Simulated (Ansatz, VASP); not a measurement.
One calculation of Pt, two programs

```
Pt
1.0
    -1.58422    1.50501    1.50501
     1.58422   -1.66343    1.66343
     1.58422    1.66343   -1.66343
Pt
1
Cartesian
  0.0000 0.0000 0.0000
```

Change from the starting cell: strain -0.1000 x Voigt [0, 0, 0, 1, 0, 0], atoms carried along.

Alike in both runs: task single point; functional r2SCAN; k mesh 22 × 22 × 22; occupations gaussian, width 0.15 eV; no spin polarisation.

|  | VASP | Ansatz |
| --- | --- | --- |
| version | VASP 6.6.1 | Ansatz 0.2.0 |
| potentials or method | VASP PAW PBE potentials, release 64 (Pt), cutoff 520 eV | scalar-relativistic, plane waves, PAW |
| valence electrons in the cell | 10 | 18 |

```tsv
	VASP	Ansatz	Ansatz less VASP
gap on the k mesh at the Fermi level (eV)	none	none	-
pressure (GPa)	-2.5	-3.1	-0.57
traceless stress, the component that is largest in VASP (GPa)	13.88	13.69	-0.194
```

VASP's potentials were made for PBE, not for r2SCAN. A gap of «none» marks a metal or a gap that the smearing closes. VASP's potentials hold 10 valence electrons a cell and Ansatz's 18, so a difference there can come from the potentials and not from the codes.

Spin-orbit coupling is off throughout.
